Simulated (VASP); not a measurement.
# Pb (Fm-3m) in VASP: further runs

Pb is run at these levels: r2SCAN; tasks: single point.

Everything below comes from runs of VASP 6.6.1. Logs are shortened: lines on timing, memory, paths and dates and some standing lists are left out, and cuts for length are marked.

## 1. The cell of the first run

Symmetry: Fm-3m, No. 225, cubic system. The conventional cell has a = 4.989 Å, b = 4.989 Å, c = 4.989 Å, α = 90.00°, β = 90.00°, γ = 90.00°. Pb (site symmetry m-3m) has 12 Pb at 3.53 Å within 4.6 Å.

## 2. Single point, r2SCAN

Input file POSCAR:

```
Pb
1.0
    0.0000000000      2.4946408835      2.4946408835
    2.4946408835      0.0000000000      2.4946408835
    2.4946408835      2.4946408835      0.0000000000
Pb
1
Direct
    0.0000000000      0.0000000000      0.0000000000
```

Input file INCAR.step1:

```
SYSTEM = Pb
PREC = Accurate
ENCUT = 520
ISMEAR = 0
SIGMA = 0.3
LREAL = .FALSE.
LASPH = .TRUE.
NELM = 60
NBANDS = 13
GGA = PE
ALGO = Normal
EDIFF = 1E-4
LWAVE = .TRUE.
LCHARG = .FALSE.
```

Input file INCAR.step2:

```
SYSTEM = Pb
PREC = Accurate
ENCUT = 520
EDIFF = 1E-6
ISMEAR = 0
SIGMA = 0.3
LREAL = .FALSE.
LASPH = .TRUE.
NELM = 60
ALGO = Normal
ISIF = 2
LWAVE = .FALSE.
LCHARG = .FALSE.
METAGGA = R2SCAN
LMIXTAU = .TRUE.
NBANDS = 13
ISTART = 1
```

Input file KPOINTS:

```
Automatic mesh
0
G
  11 11 11
  0 0 0
```

Potentials or basis: VASP PAW PBE potentials, release 64 (Pb_d).

Command:

```bash
cat potpaw_PBE.64/Pb_d/POTCAR > POTCAR
cp INCAR.step1 INCAR
mpirun -np 1 vasp_std > vasp.out
cp INCAR.step2 INCAR
mpirun -np 1 vasp_std > vasp.out
```

OUTCAR:

```text
SYSTEM = Pb
   PREC = Accurate
   ENCUT = 520
   EDIFF = 1E-6
   ISMEAR = 0
   LREAL = .FALSE.
   LASPH = .TRUE.
   NELM = 60
   ISIF = 2
   METAGGA = R2SCAN
   ISTART = 1

 ion  position               nearest neighbor table
   1  0.000  0.000  0.000-

  LATTYP: Found a face centered cubic cell.
 ALAT       =     4.9892817670

  Lattice vectors:

 A1 = (   0.0000000000,   2.4946408835,   2.4946408835)
 A2 = (   2.4946408835,   0.0000000000,   2.4946408835)
 A3 = (   2.4946408835,   2.4946408835,   0.0000000000)

Analysis of symmetry for initial positions (statically):
=====================================================================
 Subroutine PRICEL returns:
 Original cell was already a primitive cell.

 Routine SETGRP: Setting up the symmetry group for a
 face centered cubic supercell.

 Subroutine GETGRP returns: Found 48 space group operations
 (whereof 48 operations were pure point group operations)
 out of a pool of 48 trial point group operations.

The static configuration has the point symmetry O_h .

Analysis of symmetry for dynamics (positions and initial velocities):
=====================================================================
 Subroutine PRICEL returns:
 Original cell was already a primitive cell.

 Routine SETGRP: Setting up the symmetry group for a
 face centered cubic supercell.

 Subroutine GETGRP returns: Found 48 space group operations
 (whereof 48 operations were pure point group operations)
 out of a pool of 48 trial point group operations.

The dynamic configuration has the point symmetry O_h .

 Subroutine INISYM returns: Found 48 space group operations
 (whereof 48 operations are pure point group operations),
 and found     1 'primitive' translations

----------------------------------------------------------------------------------------

                                     Primitive cell

  volume of cell :      31.0495

  direct lattice vectors                    reciprocal lattice vectors
     0.000000000  2.494640883  2.494640883    -0.200429650  0.200429650  0.200429650
     2.494640883  0.000000000  2.494640883     0.200429650 -0.200429650  0.200429650
     2.494640883  2.494640883  0.000000000     0.200429650  0.200429650 -0.200429650

  length of vectors
     3.527954971  3.527954971  3.527954971     0.347154338  0.347154338  0.347154338

  position of ions in fractional coordinates (direct lattice)
     0.000000000  0.000000000  0.000000000

  ion indices of the primitive-cell ions
   primitive index   ion index
                 1           1

----------------------------------------------------------------------------------------

 KPOINTS: Automatic mesh

Automatic generation of k-mesh.
 Grid dimensions read from file:
 generate k-points for:   11   11   11

 Generating k-lattice:

  Cartesian coordinates                     Fractional coordinates (reciprocal lattice)
    -0.018220877  0.018220877  0.018220877     0.090909091  0.000000000  0.000000000
     0.018220877 -0.018220877  0.018220877     0.000000000  0.090909091  0.000000000
     0.018220877  0.018220877 -0.018220877     0.000000000  0.000000000  0.090909091

  Length of vectors
     0.031559485  0.031559485  0.031559485

  Shift w.r.t. Gamma in fractional coordinates (k-lattice)
     0.000000000  0.000000000  0.000000000

 Subroutine IBZKPT returns following result:
 ===========================================

 Found     56 irreducible k-points:

 Following reciprocal coordinates:
            Coordinates               Weight
  0.000000  0.000000  0.000000      1.000000
  0.090909  0.000000  0.000000      8.000000
  0.181818  0.000000  0.000000      8.000000
  0.272727  0.000000  0.000000      8.000000
  0.363636  0.000000  0.000000      8.000000
  0.454545  0.000000  0.000000      8.000000
[... 16 lines left out ...]
 -0.272727  0.181818  0.000000     24.000000
 -0.181818  0.181818  0.000000     12.000000
 [... further k-points ...]
   k-points           NKPTS =     56   k-points in BZ     NKDIM =     56   number of bands    NBANDS=     13
   number of dos      NEDOS =    301   number of ions     NIONS =      1
   total plane-waves  NPLWV =  21952
   dimension x,y,z NGX =    28 NGY =   28 NGZ =   28
   dimension x,y,z NGXF=    56 NGYF=   56 NGZF=   56
   ions per type =               1
   NGX,Y,Z   is equivalent  to a cutoff of  13.19, 13.19, 13.19 a.u.
   NGXF,Y,Z  is equivalent  to a cutoff of  26.39, 26.39, 26.39 a.u.
 SYSTEM =  Pb
   PREC   = accura    normal or accurate (medium, high low for compatibility)
   ISTART =      1    job   : 0-new  1-cont  2-samecut
   ICHARG =      0    charge: 1-file 2-atom 10-const
   ISPIN  =      1    spin polarized calculation?
   LNONCOLLINEAR =      F non collinear calculations
   LSORBIT =      F    spin-orbit coupling
   LASPH  =      T    aspherical Exc in radial PAW
   ENCUT  =  520.0 eV  38.22 Ry    6.18 a.u.   6.56  6.56  6.56*2*pi/ulx,y,z
   NELM   =     60;   NELMIN=  2; NELMDL=  0     # of ELM steps
   EDIFF  = 0.1E-05   stopping-criterion for ELM
   LREAL  =      F    real-space projection
   EDIFFG = 0.1E-04   stopping-criterion for IOM
   NSW    =      0    number of steps for IOM
   IBRION =     -1    ionic relax: 0-MD 1-quasi-New 2-CG
   NFREE  =      0    steps in history (QN), initial steepest desc. (CG)
   ISIF   =      2    stress and relaxation
   ISYM   =      2    0-nonsym 1-usesym 2-fastsym
   POTIM  = 0.5000    time-step for ionic-motion
   TEBEG  =    0.0;   TEEND  =   0.0 temperature during run
   PSTRESS=    0.0 pullay stress
   NELECT =      14.0000    total number of electrons
   NUPDOWN=      -1.0000    fix difference up-down
   EMIN   =  10.00;   EMAX   =-10.00  energy-range for DOS
   EFERMI =   0.00;   METHOD = LEGACY
   ISMEAR =     0;   SIGMA  =   0.30  broadening in eV -4-tet -1-fermi 0-gaus
   EFERMI_NEDOS =   21; number of points for ismear=-14 and -15
   IALGO  =     38    algorithm
   IMIX   =      4    mixing-type and parameters
     AMIX     =   0.40;   BMIX     =  1.00
     AMIX_MAG =   1.60;   BMIX_MAG =  1.00
  volume/ion in A,a.u.               =      31.05       209.53
  Fermi-wavevector in a.u.,A,eV,Ry     =   1.255354  2.372275 21.441600  1.575913
  Thomas-Fermi vector in A             =   2.389115
   LORBIT       =      0    0 simple, 1 ext, 2 COOP (PROOUT), +10 PAW based schemes
   METAGGA = R2SCAN    functional components
   LHFCALC =     F    Hartree Fock is set to
   AEXX    =    0.0000 exact exchange contribution
   IVDW    =     0    specifies the selected vdW correction
   LEPSILON=     F    determine dielectric tensor
   LRPA    =     F    only Hartree local field effects (RPA)
 non-spin polarized calculation
 Gauss-broadening in eV      SIGMA  =   0.30
  energy-cutoff  :      520.00
  volume of cell :       31.05
 maximum number of plane-waves:       869
   NGX = 13   NGY = 13   NGZ = 13

 number of electron      14.0000000 magnetization

 Free energy of the ion-electron system (eV)
  ---------------------------------------------------
  ext. energy  EPLUGINS =         0.00000000
  ---------------------------------------------------
  free energy    TOTEN  =       -56.29195346 eV

  energy without entropy =      -56.27247021  energy(sigma->0) =      -56.28221183

 E-fermi :   7.0129     XC(G=0): -10.7984

 val. band max:        6.9951563599   @ k =   0.3636   0.2727   0.0000
 cond. band min:       7.0798385584   @ k =   0.2727   0.0000   0.0000
 fundamental gap:      0.0846821984
 Fermi energy:         7.0129191238

 k-point     1 :       0.0000    0.0000    0.0000
  band No.  band energies     occupation
      1     -10.7482      2.00000
      2     -10.7482      2.00000
      3     -10.7482      2.00000
      4     -10.6109      2.00000
      5     -10.6109      2.00000
      6      -5.1730      2.00000
      7      14.4998      0.00000
      8      14.4998      0.00000
      9      14.4998      0.00000
     10      17.3613      0.00000
     11      18.9442      0.00000
     12      19.8863      0.00000
     13      19.8863      0.00000

 k-point     2 :       0.0909    0.0000    0.0000
  band No.  band energies     occupation
      1     -10.7485      2.00000
      2     -10.7367      2.00000
      3     -10.7367      2.00000
      4     -10.6113      2.00000
      5     -10.6113      2.00000
      6      -5.0098      2.00000
      7      12.7597      0.00000
      8      14.2993      0.00000
      9      14.2993      0.00000
     10      16.9820      0.00000
     11      19.6702      0.00000
     12      20.2421      0.00000
     13      20.2421      0.00000

 k-point     3 :       0.1818    0.0000    0.0000
  band No.  band energies     occupation
      1     -10.7510      2.00000
      2     -10.7163      2.00000
      3     -10.7163      2.00000
      4     -10.6013      2.00000
      5     -10.6013      2.00000
      6      -4.5209      2.00000
      7       9.8726      0.00000
      8      13.8311      0.00000
      9      13.8311      0.00000
     10      16.6075      0.00000
     11      20.0915      0.00000
     12      20.4942      0.00000
     13      20.4942      0.00000
[... 305 lines left out ...]
 k-point    23 :      -0.2727    0.1818    0.0000
  band No.  band energies     occupation
      1     -10.7366      2.00000
      2     -10.7214      2.00000
      3     -10.6596      2.00000
      4     -10.5832      2.00000
      5     -10.5263      2.00000
      6      -2.5102      2.00000
      7       5.8551      2.00000
      8       8.7279      0.00000
      9      12.9393      0.00000
     10      16.1891      0.00000
     11      19.2075      0.00000
     12      20.0496      0.00000
     13      21.7631      0.00000

 k-point    24 :      -0.1818    0.1818    0.0000
  band No.  band energies     occupation
      1     -10.7416      2.00000
      2     -10.7150      2.00000
      3     -10.6529      2.00000
      4     -10.6390      2.00000
      5     -10.5394      2.00000
      6      -3.4560      2.00000
      7       7.8076      0.00018
      8       9.5245      0.00000
      9      13.8595      0.00000
     10      17.2432      0.00000
     11      18.6202      0.00000
     12      19.8580      0.00000
     13      20.5021      0.00000

 [... further k-points ...]
[... 5 lines left out ...]
  --------------------------------------------------------------------------------------
  -------------------------------------------------------------------------------------
  Total        0.0052575      0.0052575      0.0052575      0.0000000     -0.0000000     -0.0000000
  in kB        0.2712897      0.2712897      0.2712897      0.0000000     -0.0000000     -0.0000000
  external PRESSURE =       0.2712897 kB  Pullay stress =       0.0000000 kB

 VOLUME and BASIS-vectors are now :
 -----------------------------------------------------------------------------
  energy-cutoff  :      520.00
  volume of cell :       31.05
      direct lattice vectors                 reciprocal lattice vectors
     0.000000000  2.494640883  2.494640883    -0.200429650  0.200429650  0.200429650
     2.494640883  0.000000000  2.494640883     0.200429650 -0.200429650  0.200429650
     2.494640883  2.494640883  0.000000000     0.200429650  0.200429650 -0.200429650

 POSITION                                       TOTAL-FORCE (eV/Angst)
 -----------------------------------------------------------------------------------
      0.00000      0.00000      0.00000         0.000000      0.000000      0.000000
 -----------------------------------------------------------------------------------
    total drift:                               -0.000000     -0.000000     -0.000000

  FREE ENERGIE OF THE ION-ELECTRON SYSTEM (eV)
  ---------------------------------------------------
  free  energy   TOTEN  =       -56.2919534577 eV

  energy  without entropy=      -56.2724702093  energy(sigma->0) =      -56.28221183
```

Wall time 52 s (1 thread of Intel Xeon Platinum 8488C (Sapphire Rapids), shared host); peak memory 0.17 GiB.

What came out:

* Free energy: -56.2920 eV
* Pressure: 0.0 GPa
* Band gap on the k mesh: zero (band 7 reaches 14.50 eV, above the bottom of band 8 at 5.53 eV)

Levels at points of the mesh, in eV from the Fermi level:
```
           k point  band 4  band 5  band 6  band 7  band 8  band 9  band 10  band 11
(0.00, 0.00, 0.00)  -17.62  -17.62  -12.19    7.49    7.49    7.49    10.35    11.93
```

Caveat: the PAW data sets were made with another functional, which shifts forces and pressure a little; spin-orbit coupling is left out, which moves the levels of the heavy elements.

(Part 1 of 2 ends here.)
